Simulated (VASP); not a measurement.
Set up this calculation in VASP 6.6.1, as the native input.

```yaml
Task: single point
Functional: LDA
Potentials_or_basis: VASP PAW LDA potentials, release 64 (Pb_d, S)
Cutoff: 520 eV
k_mesh: 8 × 8 × 8
Occupations: fermi-dirac, width 0.05 eV
Spin: no spin polarisation
Dipole_correction: no
Further_INCAR_settings: ALGO = Normal; EDIFF = 1e-06; NBANDS = 17
```

The structure of PbS lies in POSCAR:

```
PbS
1.0
    2.0695340594      1.1948460463      3.3814492087
   -2.0695340594      1.1948460463      3.3814492087
    0.0000000000     -2.3896920926      3.3814492087
Pb S
1 1
Direct
    0.9805657800      0.9805657800      0.9805657800
    0.4750355500      0.4750355500      0.4750355500
```

One way to write it, as run:

INCAR

```
PREC = Accurate
ENCUT = 520
EDIFF = 1E-6
ISMEAR = -1
SIGMA = 0.05
LREAL = False
LASPH = True
NELM = 100
ALGO = Normal
ISIF = 2
LWAVE = False
LCHARG = False
NBANDS = 17
```

KPOINTS

```
Automatic mesh
0
Gamma
  8 8 8
```

Potentials or basis: VASP PAW LDA potentials, release 64 (Pb_d, S).

The run is started by

```console
$ cat potpaw_LDA.64/Pb_d/POTCAR potpaw_LDA.64/S/POTCAR > POTCAR
$ mpirun -np 1 vasp_std > vasp.out
```

It gave:

```
Pressure               : -0.3 GPa
Largest force          : 0.030 eV/Å
Band gap on the k mesh : 0.12 eV, direct
```

Caveat: spin-orbit coupling is left out, which moves the levels of the heavy elements.

Wall time 75 s on 1 thread of AMD EPYC 7R13 Processor (Zen 3), with other jobs on the host, peak memory 0.15 GiB.
